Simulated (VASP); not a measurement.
# Sn3IrO8 (Cmmm) in VASP: single point with PBEsol+U

Aim: the single point of Sn3IrO8 with PBEsol+U.

All numbers are computed with VASP 6.6.1; they aren't measurements. Logs are shortened: lines on timing, memory, paths and dates and some standing lists are left out, and cuts for length are marked.

### Step 1. The cell of the first run

Symmetry: Cmmm, No. 65, orthorhombic system. Conventional cell: a = 6.700 Å, b = 6.700 Å, c = 6.373 Å, α = 90.00°, β = 90.00°, γ = 90.00°. Within 2.6 Å of Ir (site symmetry mmm) lie 6 O at 1.99 to 2.01 Å. Sn (site symmetry mmm) has 6 O at 2.06 to 2.07 Å within 2.7 Å. Within 2.7 Å of Sn (site symmetry mm2) lie 6 O at 2.06 to 2.09 Å. Within 2.6 Å of O (site symmetry m2m) lie 1 Ir at 1.99 Å and 2 Sn at 2.09 Å. Within 2.7 Å of O (site symmetry m2m) lie 3 Sn at 2.06 Å and 1 O at 2.58 Å. Within 2.7 Å of O (site symmetry m) lie 1 Ir at 2.01 Å and 2 Sn at 2.07 Å and 1 O at 2.55 Å.

### Step 2. Single point, PBEsol+U, collinear spin

The input, INCAR:

```
SYSTEM = Sn3IrO8
  PREC = Accurate
  ENCUT = 520
  EDIFF = 1E-6
  ISMEAR = 0
  SIGMA = 0.05
  LREAL = .False.
  LASPH = .True.
  NELM = 150
  ALGO = Normal
  ISIF = 2
  LWAVE = .False.
  LCHARG = .False.
  ISPIN = 2
  MAGMOM = 5 0 0 0 0 0 0 0 0 0 0 0
  LORBIT = 11
  LMAXMIX = 4
  LDAU = .True.
  LDAUTYPE = 2
  LDAUL = 2 -1 -1
  LDAUU = 2 0 0
  LDAUJ = 0 0 0
  LDAUPRINT = 1
  GGA = PS
  NBANDS = 66
```

The input, KPOINTS:

```
regular mesh
0
Gamma
  4 4 3
  0 0 0
```

The input, POSCAR:

```
Sn3IrO8
1.0
    4.7373500000      0.0000000000      0.0000000000
    0.0000000000      4.7373500000      0.0000000000
    0.0000000000      0.0000000000      6.3728000000
Ir Sn O
1 3 8
Direct
    1.0000000000      1.0000000000      0.0000000000
    1.0000000000      1.0000000000      0.5000000000
    0.5000000000      0.5000000000      0.2480852912
    0.5000000000      0.5000000000      0.7519147088
    0.2968981925      0.2968981925      0.0000000000
    0.3076883062      0.3076883062      0.5000000000
    0.1906566102      0.8093433898      0.2437520800
    0.1906566102      0.8093433898      0.7562479200
    0.7031018075      0.7031018075      0.0000000000
    0.6923116938      0.6923116938      0.5000000000
    0.8093433898      0.1906566102      0.2437520800
    0.8093433898      0.1906566102      0.7562479200
```

Potentials or basis: VASP PAW PBE potentials, release 64 (Ir, Sn_d, O).

The run is started by

```
> cat potpaw_PBE.64/Ir/POTCAR potpaw_PBE.64/Sn_d/POTCAR potpaw_PBE.64/O/POTCAR > POTCAR
> mpirun -np 1 vasp_std > vasp.out
```

OUTCAR:

```text
SYSTEM = Sn3IrO8
   PREC = Accurate
   ENCUT = 520
   EDIFF = 1E-6
   ISMEAR = 0
   LREAL = .False.
   LASPH = .True.
   NELM = 150
   ISIF = 2
   ISPIN = 2
   LORBIT = 11
   GGA = PS

 ion  position               nearest neighbor table
   1  0.000  0.000  0.000-   5 1.99   9 1.99   8 2.01   7 2.01  11 2.01  12 2.01   2 3.19   2 3.19

   2  0.000  0.000  0.500-   6 2.06  10 2.06   8 2.07   7 2.07  11 2.07  12 2.07   1 3.19   1 3.19
                             4 3.71   3 3.71   3 3.71   4 3.71   3 3.71   4 3.71   3 3.71   4 3.71
   3  0.500  0.500  0.248-   6 2.06  10 2.06   7 2.07  11 2.07   5 2.09   9 2.09   4 3.16   4 3.21
                             2 3.71   2 3.71   2 3.71   2 3.71
   4  0.500  0.500  0.752-   6 2.06  10 2.06   8 2.07  12 2.07   5 2.09   9 2.09   3 3.16   3 3.21
                             2 3.71   2 3.71   2 3.71   2 3.71
   5  0.297  0.297  0.000-   1 1.99   3 2.09   4 2.09
   6  0.308  0.308  0.500-   3 2.06   4 2.06   2 2.06
   7  0.191  0.809  0.244-   1 2.01   3 2.07   2 2.07
   8  0.191  0.809  0.756-   1 2.01   4 2.07   2 2.07
   9  0.703  0.703  0.000-   1 1.99   3 2.09   4 2.09
  10  0.692  0.692  0.500-   3 2.06   4 2.06   2 2.06
  11  0.809  0.191  0.244-   1 2.01   3 2.07   2 2.07
  12  0.809  0.191  0.756-   1 2.01   4 2.07   2 2.07

  LATTYP: Found a simple tetragonal cell.
 ALAT       =     4.7373500000
 C/A-ratio  =     1.3452246509

  Lattice vectors:

 A1 = (   4.7373500000,   0.0000000000,   0.0000000000)
 A2 = (   0.0000000000,   4.7373500000,   0.0000000000)
 A3 = (   0.0000000000,   0.0000000000,   6.3728000000)

Analysis of symmetry for initial positions (statically):
=====================================================================
 Subroutine PRICEL returns:
 Original cell was already a primitive cell.

 Routine SETGRP: Setting up the symmetry group for a
 simple tetragonal supercell.

 Subroutine GETGRP returns: Found  8 space group operations
 (whereof  8 operations were pure point group operations)
 out of a pool of 16 trial point group operations.

The static configuration has the point symmetry D_2h.

Analysis of symmetry for dynamics (positions and initial velocities):
=====================================================================
 Subroutine PRICEL returns:
 Original cell was already a primitive cell.

 Routine SETGRP: Setting up the symmetry group for a
 simple tetragonal supercell.

 Subroutine GETGRP returns: Found  8 space group operations
 (whereof  8 operations were pure point group operations)
 out of a pool of 16 trial point group operations.

The dynamic configuration has the point symmetry D_2h.

Analysis of structural, dynamic, and magnetic symmetry:
=====================================================================
 Subroutine PRICEL returns:
 Original cell was already a primitive cell.

 Routine SETGRP: Setting up the symmetry group for a
 simple tetragonal supercell.

 Subroutine GETGRP returns: Found  8 space group operations
 (whereof  8 operations were pure point group operations)
 out of a pool of 16 trial point group operations.

The overall configuration has the point symmetry D_2h.

 Subroutine INISYM returns: Found  8 space group operations
 (whereof  8 operations are pure point group operations),
 and found     1 'primitive' translations

----------------------------------------------------------------------------------------

                                     Primitive cell

  volume of cell :     143.0215

  direct lattice vectors                    reciprocal lattice vectors
     4.737350000  0.000000000  0.000000000     0.211088478  0.000000000  0.000000000
[... 137 lines left out ...]
atom =   1  type =  1  l = 2

 onsite density matrix

spin component  1

  0.6364  0.0000  0.2087  0.0000 -0.0000
  0.0000  0.7178  0.0000  0.2320  0.0000
  0.2087  0.0000  0.7757  0.0000  0.0000
  0.0000  0.2320  0.0000  0.7178  0.0000
 -0.0000  0.0000  0.0000  0.0000  0.9618

spin component  2

  0.6319  0.0000  0.2153  0.0000 -0.0000
  0.0000  0.7072  0.0000  0.2386  0.0000
  0.2153  0.0000  0.7624  0.0000  0.0000
  0.0000  0.2386  0.0000  0.7072  0.0000
 -0.0000  0.0000  0.0000  0.0000  0.3255

 occupancies and eigenvectors

  o =  0.3255  v =  0.0000  0.0000  0.0000  0.0000  0.0000  0.0000  0.0000 -0.0000 -0.0000  1.0000      0.0000  0.0000  0.0000  0.0000  0.0000  0.0000  0.0000  0.0000  0.0000  0.0000
  o =  0.4687  v =  0.0000  0.0000  0.0000  0.0000  0.0000  0.0000 -0.7071 -0.0000  0.7071  0.0000      0.0000  0.0000  0.0000  0.0000  0.0000  0.0000  0.0000  0.0000  0.0000  0.0000
  o =  0.4721  v =  0.0000  0.0000  0.0000  0.0000  0.0000  0.8032  0.0000 -0.5958 -0.0000 -0.0000      0.0000  0.0000  0.0000  0.0000  0.0000  0.0000  0.0000  0.0000  0.0000  0.0000
  o =  0.4859  v = -0.0000  0.7071  0.0000 -0.7071 -0.0000  0.0000  0.0000  0.0000  0.0000  0.0000      0.0000  0.0000  0.0000  0.0000  0.0000  0.0000  0.0000  0.0000  0.0000  0.0000
  o =  0.4860  v =  0.8113  0.0000 -0.5846 -0.0000  0.0000  0.0000  0.0000  0.0000  0.0000  0.0000      0.0000  0.0000  0.0000  0.0000  0.0000  0.0000  0.0000  0.0000  0.0000  0.0000
  o =  0.9221  v =  0.0000  0.0000  0.0000  0.0000  0.0000 -0.5958 -0.0000 -0.8032 -0.0000 -0.0000      0.0000  0.0000  0.0000  0.0000  0.0000  0.0000  0.0000  0.0000  0.0000  0.0000
  o =  0.9260  v = -0.5846 -0.0000 -0.8113 -0.0000  0.0000  0.0000  0.0000  0.0000  0.0000  0.0000      0.0000  0.0000  0.0000  0.0000  0.0000  0.0000  0.0000  0.0000  0.0000  0.0000
  o =  0.9458  v =  0.0000  0.0000  0.0000  0.0000  0.0000  0.0000 -0.7071  0.0000 -0.7071  0.0000      0.0000  0.0000  0.0000  0.0000  0.0000  0.0000  0.0000  0.0000  0.0000  0.0000
  o =  0.9498  v =  0.0000 -0.7071  0.0000 -0.7071  0.0000  0.0000  0.0000  0.0000  0.0000  0.0000      0.0000  0.0000  0.0000  0.0000  0.0000  0.0000  0.0000  0.0000  0.0000  0.0000
  o =  0.9618  v = -0.0000 -0.0000 -0.0000 -0.0000 -1.0000  0.0000  0.0000  0.0000  0.0000  0.0000      0.0000  0.0000  0.0000  0.0000  0.0000  0.0000  0.0000  0.0000  0.0000  0.0000

 number of electron      99.0000004 magnetization       1.0001937

 Free energy of the ion-electron system (eV)
  ---------------------------------------------------
  ext. energy  EPLUGINS =         0.00000000
  ---------------------------------------------------
  free energy    TOTEN  =       -79.94158367 eV

  energy without entropy =      -79.94158339  energy(sigma->0) =      -79.94158353

 E-fermi :   6.7292     XC(G=0): -11.5560

 val. band max:        6.5908739160   @ k =   0.0000   0.0000   0.0000
 cond. band min:       6.8733367577   @ k =   0.5000   0.0000   0.0000
 fundamental gap:      0.2824628418
 Fermi energy:         6.7291907264

 spin component 1

 k-point     1 :       0.0000    0.0000    0.0000
  band No.  band energies     occupation
      1     -15.5808      1.00000
      2     -15.5233      1.00000
      3     -15.0159      1.00000
      4     -15.0051      1.00000
      5     -14.8893      1.00000
      6     -14.7259      1.00000
[... 885 lines left out ...]
     60      14.4376      0.00000
     61      15.5935      0.00000
 Fermi energy:         6.7291907264

 spin component 2

 k-point     1 :       0.0000    0.0000    0.0000
  band No.  band energies     occupation
      1     -15.5739      1.00000
      2     -15.5126      1.00000
      3     -15.0091      1.00000
      4     -15.0010      1.00000
      5     -14.8841      1.00000
      6     -14.7262      1.00000
[... 885 lines left out ...]
     60      14.4756      0.00000
     61      15.6226      0.00000
 [bands above 61 left out]

------------------------ aborting loop because EDIFF is reached ----------------------------------------

  FORCE on cell =-STRESS in cart. coord.  units (eV):
  Direction    XX          YY          ZZ          XY          YZ          ZX
  --------------------------------------------------------------------------------------
  -------------------------------------------------------------------------------------
  Total       -1.7084899     -1.7084899      1.9033824     -0.7180669      0.0000000      0.0000000
  in kB      -19.1391109    -19.1391109     21.3223661     -8.0440409      0.0000000      0.0000000
  external PRESSURE =      -5.6519519 kB  Pullay stress =       0.0000000 kB

 VOLUME and BASIS-vectors are now :
 -----------------------------------------------------------------------------
  energy-cutoff  :      520.00
  volume of cell :      143.02
      direct lattice vectors                 reciprocal lattice vectors
     4.737350000  0.000000000  0.000000000     0.211088478  0.000000000  0.000000000
     0.000000000  4.737350000  0.000000000     0.000000000  0.211088478  0.000000000
     0.000000000  0.000000000  6.372800000     0.000000000  0.000000000  0.156916897

 POSITION                                       TOTAL-FORCE (eV/Angst)
 -----------------------------------------------------------------------------------
      0.00000      0.00000      0.00000        -0.000000      0.000000      0.000000
      0.00000      0.00000      3.18640        -0.000000      0.000000      0.000000
      2.36868      2.36868      1.58100        -0.000000      0.000000      0.000797
      2.36868      2.36868      4.79180        -0.000000      0.000000     -0.000797
      1.40651      1.40651      0.00000        -0.004221     -0.004221      0.000000
      1.45763      1.45763      3.18640        -0.008625     -0.008625      0.000000
      0.90321      3.83414      1.55338        -0.004230      0.004230     -0.012747
      0.90321      3.83414      4.81942        -0.004230      0.004230      0.012747
      3.33084      3.33084      0.00000         0.004221      0.004221      0.000000
      3.27972      3.27972      3.18640         0.008625      0.008625      0.000000
      3.83414      0.90321      1.55338         0.004230     -0.004230     -0.012747
      3.83414      0.90321      4.81942         0.004230     -0.004230      0.012747
 -----------------------------------------------------------------------------------
    total drift:                                0.000000      0.000000      0.000000

  FREE ENERGIE OF THE ION-ELECTRON SYSTEM (eV)
  ---------------------------------------------------
  free  energy   TOTEN  =       -79.9415836749 eV

  energy  without entropy=      -79.9415833905  energy(sigma->0) =      -79.94158353

 total charge

# of ion       s       p       d       tot
------------------------------------------
    1        0.599   0.809   6.881   8.290
    2        0.913   1.074  10.364  12.351
    3        0.898   1.080  10.362  12.340
    4        0.898   1.080  10.362  12.340
    5        1.552   3.453   0.000   5.005
    6        1.559   3.486   0.000   5.045
    7        1.553   3.461   0.000   5.014
    8        1.553   3.461   0.000   5.014
    9        1.552   3.453   0.000   5.005
   10        1.559   3.486   0.000   5.045
   11        1.553   3.461   0.000   5.014
   12        1.553   3.461   0.000   5.014
--------------------------------------------------
tot         15.739  31.766  37.968  85.474

 magnetization (x)

# of ion       s       p       d       tot
------------------------------------------
    1        0.006   0.004   0.673   0.683
    2       -0.002  -0.001   0.000  -0.003
    3       -0.002  -0.002   0.001  -0.003
    4       -0.002  -0.002   0.001  -0.003
    5        0.001   0.069   0.000   0.069
    6       -0.000   0.003   0.000   0.002
    7        0.001   0.029   0.000   0.029
    8        0.001   0.029   0.000   0.029
    9        0.001   0.069   0.000   0.069
   10       -0.000   0.003   0.000   0.002
   11        0.001   0.029   0.000   0.029
   12        0.001   0.029   0.000   0.029
--------------------------------------------------
tot          0.004   0.255   0.675   0.934
```

Wall time 7.9 min (1 thread of AMD EPYC 7R13, shared host); peak memory 0.37 GiB.

What came out:

| Quantity | Value |
| --- | --- |
| Free energy | -79.9416 eV |
| Pressure | -0.6 GPa |
| Largest force | 0.014 eV/Å |
| Band gap on the k mesh | 0.28 eV (least direct gap 0.42 eV) |
| Net moment | 1.00 μB per cell |
| Site moments | Ir +0.68; Sn -0.00; O +0.07, +0.00, +0.03 (each value once) μB |
| Valence electrons inside the program's atomic spheres | Ir 8.29; Sn 12.35, 12.34 (each value once); O 5.00, 5.04, 5.01 (each value once) |

Forces in eV/Å, atoms in the order of the input:
```
Ir   0.000  0.000  0.000
Sn   0.000  0.000  0.000
Sn   0.000  0.000  0.001
Sn   0.000  0.000 -0.001
O   -0.004 -0.004  0.000
O   -0.009 -0.009  0.000
O   -0.004  0.004 -0.013
O   -0.004  0.004  0.013
O    0.004  0.004  0.000
O    0.009  0.009  0.000
O    0.004 -0.004 -0.013
O    0.004 -0.004  0.013
```

Levels at points of the mesh, in eV from the valence-band top:
Spin up:
```csv
k point,band 46,band 47,band 48,band 49,band 50,band 51,band 52,band 53,band 54,band 55
"(0.00, 0.00, 0.00)",-2.17,-1.85,-1.49,-0.99,-0.21,0.42,2.45,3.26,4.46,5.04
"(0.50, 0.00, 0.00)",-2.15,-2.05,-1.41,-1.05,-0.68,3.00,3.05,3.24,4.02,5.18
"(0.50, 0.50, 0.00)",-2.31,-2.23,-2.17,-0.71,-0.55,1.05,3.19,3.46,3.74,4.71
```
Spin down:
| k point | band 45 | band 46 | band 47 | band 48 | band 49 | band 50 | band 51 | band 52 | band 53 | band 54 |
| --- | --- | --- | --- | --- | --- | --- | --- | --- | --- | --- |
| (0.00, 0.00, 0.00) | -2.08 | -2.08 | -1.64 | -1.30 | 0.00 | 0.48 | 0.48 | 2.69 | 3.51 | 4.48 |
| (0.50, 0.00, 0.00) | -2.12 | -2.10 | -1.96 | -1.24 | -0.47 | 0.28 | 3.03 | 3.26 | 3.40 | 4.14 |
| (0.50, 0.50, 0.00) | -2.23 | -2.12 | -2.09 | -2.06 | -0.51 | 0.65 | 1.21 | 3.43 | 3.48 | 3.77 |

Eigenvalues of the final occupation matrices:
| site | spin | trace | eigenvalues |
| --- | --- | --- | --- |
| site 1 d | 1 | 3.81 | 0.49 0.49 0.93 0.95 0.96 |
| site 1 d | 2 | 3.13 | 0.33 0.47 0.47 0.92 0.95 |

Caveat: the PAW data sets were made with another functional, which shifts forces and pressure a little; spin-orbit coupling is left out, which moves the levels of the heavy elements; an odd mesh through Γ misses points on the zone boundary, where band edges can lie.
